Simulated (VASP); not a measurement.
Here is a VASP 6.6.1 calculation.

Contents of POSCAR:

```
Ta
1.0
    2.8618444457      0.0000000000      0.0000000000
   -0.9539481486      2.6981728190      0.0000000000
    0.9539481486      1.3490864095      2.3366862051
Ta
1
Direct
    0.0000000000      0.0000000000      0.0000000000
```

File INCAR.step1:

```
PREC = Accurate
ENCUT = 520
ISMEAR = 0
SIGMA = 0.1
LREAL = F
LASPH = T
NELM = 80
NBANDS = 12
ISYM = 0
GGA = PE
ALGO = Normal
EDIFF = 1E-4
LWAVE = T
LCHARG = F
```

INCAR.step2

```
PREC = Accurate
ENCUT = 520
EDIFF = 1E-6
ISMEAR = 0
SIGMA = 0.1
LREAL = F
LASPH = T
NELM = 80
ALGO = Normal
ISIF = 2
LWAVE = F
LCHARG = T
METAGGA = R2SCAN
LMIXTAU = T
LELF = T
LVHAR = T
NBANDS = 12
ISYM = 0
ISTART = 1
```

File KPOINTS:

```
Automatic mesh
0
Gamma
  13 13 15
```

Potentials or basis: VASP PAW PBE potentials, release 64 (Ta_pv).

Launch:

```bash
$ cat potpaw_PBE.64/Ta_pv/POTCAR > POTCAR
$ cp INCAR.step1 INCAR
$ mpirun -np 1 vasp_std > vasp.out
$ cp INCAR.step2 INCAR
$ mpirun -np 1 vasp_std > vasp.out
```

(1) What does it give for the band gap on the k mesh?

(2) What does it give for the pressure?

Answers

(1) zero (an odd number of electrons rules out a gap without spin polarisation).

(2) 0.9 GPa.

Caveat: the PAW data sets were made with another functional, which shifts forces and pressure a little; spin-orbit coupling is left out, which moves the levels of the heavy elements.
